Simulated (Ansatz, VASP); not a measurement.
**SiO2 in VASP and in Ansatz**

INCAR

```
SYSTEM = SiO2
PREC = Accurate
ENCUT = 520
EDIFF = 1E-6
ISMEAR = 0
SIGMA = 0.02
LREAL = .FALSE.
LASPH = .TRUE.
NELM = 60
ALGO = Normal
ISIF = 2
LWAVE = .FALSE.
LCHARG = .TRUE.
GGA = CA
LELF = .TRUE.
LVHAR = .TRUE.
NBANDS = 44
```

Contents of KPOINTS:

```
regular mesh
0
G
  6 6 6
  0 0 0
```

File POSCAR:

```
SiO2
1.0
    0.0000000000      4.6987278168      7.3418644369
    2.3472040834      0.0000000000      7.3418644369
    2.3472040834      4.6987278168      0.0000000000
Si O
4 8
Direct
    0.5630813687      0.5630813687      0.9369186313
    0.3130813687      0.3130813687      0.6869186313
    0.6869186313      0.6869186313      0.3130813687
    0.9369186313      0.9369186313      0.5630813687
    0.6250000000      0.1250000000      0.6250000000
    0.6250000000      0.6250000000      0.1250000000
    0.6250000000      0.6250000000      0.6250000000
    0.1250000000      0.6250000000      0.6250000000
    0.1856430184      0.8143569816      0.1856430184
    0.8143569816      0.1856430184      0.8143569816
    0.4356430184      0.0643569816      0.4356430184
    0.0643569816      0.4356430184      0.0643569816
```

Input for Ansatz:

```yaml
crystal:
  lattice:
    - [0.0, 4.6987277972, 7.3418642003]
    - [2.3472040734, 0.0, 7.3418642003]
    - [2.3472040734, 4.6987277972, 0.0]
  atoms:
    - { symbol: Si, position: [0.5630813672, 0.5630813672, 0.9369186328] }
    - { symbol: Si, position: [0.3130813672, 0.3130813672, 0.6869186328] }
    - { symbol: Si, position: [0.6869186328, 0.6869186328, 0.3130813672] }
    - { symbol: Si, position: [0.9369186328, 0.9369186328, 0.5630813672] }
    - { symbol: O, position: [0.625, 0.125, 0.625] }
    - { symbol: O, position: [0.625, 0.625, 0.125] }
    - { symbol: O, position: [0.625, 0.625, 0.625] }
    - { symbol: O, position: [0.125, 0.625, 0.625] }
    - { symbol: O, position: [0.1856430086, 0.8143569914, 0.1856430086] }
    - { symbol: O, position: [0.8143569914, 0.1856430086, 0.8143569914] }
    - { symbol: O, position: [0.4356430086, 0.0643569914, 0.4356430086] }
    - { symbol: O, position: [0.0643569914, 0.4356430086, 0.0643569914] }
basis:
  ecutwfc: 420
kpoints:
  mp_grid: { grid: [6, 6, 6] }
  band_path: { path: [VBM, CBM], npoints: 2 }
hamiltonian:
  xc: lda
scf:
  occupations: { method: gaussian, width: 0.02 }
output:
  forces: true
  stress: true
  eigenvalues: true
checkpoint:
  read: start.run
  write: ck
  compress: false
  write_wavefunctions: false
  write_every: 100000
```

Alike in both runs: task single point; functional LDA; k mesh 6 × 6 × 6; occupations gaussian, width 0.02 eV; no spin polarisation.

```csv
,VASP,Ansatz
version,VASP 6.6.1,Ansatz 0.2.0
potentials or method,"VASP PAW LDA potentials, release 64 (Si, O), cutoff 520 eV","scalar-relativistic, plane waves, PAW"
valence electrons in the cell,64,64
```

```csv
,VASP,Ansatz,Ansatz less VASP
gap on the k mesh at the Fermi level (eV),5.60,5.60,-0.002
least direct gap on the mesh (eV),5.60,5.60,-0.002
pressure (GPa),0.6,0.0,-0.61
"traceless stress, the component that is largest in VASP (GPa)",-0.15,0.00,+0.147
rms of the force components (eV/Å),0.017,0.000,-0.0169
```

LDA's correlation is that of Perdew and Zunger in VASP and of Perdew and Wang (1992) in Ansatz. Atom by atom the forces differ by 0.017 eV/Å (rms over components).
